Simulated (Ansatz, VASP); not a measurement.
# LuBeSi4 in VASP and in Ansatz

INCAR

```
SYSTEM = LuBeSi4
PREC = Accurate
ENCUT = 600
EDIFF = 1E-7
ISMEAR = 0
SIGMA = 0.1
LREAL = .False.
LASPH = .True.
NELM = 100
ALGO = Normal
ISIF = 3
LWAVE = .False.
LCHARG = .False.
GGA = PE
IBRION = 2
NSW = 100
EDIFFG = -0.01
```

The input KPOINTS:

```
regular mesh
0
Gamma
  12 12 4
  0 0 0
```

The input POSCAR:

```
LuBeSi4
1.0
    3.0564335280      0.0000000000      0.0000000000
   -1.5282167640      2.6469490802      0.0000000000
    0.0000000000      0.0000000000     11.7214834383
Lu Be Si
1 1 4
Direct
    0.0000000000      0.0000000000      0.0000000000
    0.0000000000      0.0000000000      0.5000000000
    0.6666666667      0.3333333333      0.7973053076
    0.6666666667      0.3333333333      0.3597927144
    0.3333333333      0.6666666667      0.6402072856
    0.3333333333      0.6666666667      0.2026946924
```

Input for Ansatz:

```yaml
crystal:
  lattice:
    - [3.056433528, 0.0, 0.0]
    - [-1.528216764, 2.6469490802, 0.0]
    - [0.0, 0.0, 11.7214834383]
  atoms:
    - { symbol: Lu, position: [0.0, 0.0, 0.0] }
    - { symbol: Be, position: [0.0, 0.0, 0.5] }
    - { symbol: Si, position: [0.6666666667, 0.3333333333, 0.7973053076] }
    - { symbol: Si, position: [0.6666666667, 0.3333333333, 0.3597927144] }
    - { symbol: Si, position: [0.3333333333, 0.6666666667, 0.6402072856] }
    - { symbol: Si, position: [0.3333333333, 0.6666666667, 0.2026946924] }
basis:
  ecutwfc: 420
kpoints:
  mp_grid: { grid: [12, 12, 4] }
hamiltonian:
  xc: pbe
scf:
  occupations: { method: gaussian, width: 0.1 }
output:
  forces: true
  stress: true
  eigenvalues: true
relax:
  adjacent_minimum: "off"
  f_tol: 0.01
  max_steps: 80
  cell: { stress_tol: 0.05 }
```

Change from the starting cell: species swapped into the TaTiTe4 type (P-3m1, No. 164).

Alike in both runs: task relaxation of cell and atoms; functional PBE; k mesh 12 × 12 × 4; occupations gaussian, width 0.1 eV; no spin polarisation.

```csv
,VASP,Ansatz
version,VASP 6.6.1,Ansatz 0.2.0
potentials or method,"VASP PAW PBE potentials, release 64 (Lu, Be, Si), cutoff 600 eV","scalar-relativistic, plane waves, PAW"
valence electrons in the cell,43,43
```

```csv
,VASP,Ansatz,Ansatz less VASP
"gap on the k mesh at the Fermi level, each at its own relaxed structure (eV)",none,none,-
relaxed volume (Å³/atom),16.10,16.06,-0.041
relaxed length of the cell vector where the two differ most in proportion (Å),3.120,3.115,-0.0048
```

A gap of «none» marks a metal or a gap that the smearing closes.

Spin-orbit coupling is off throughout. Noted on VASP's run: too few bands were computed for a metal, which touches its energy and stress.
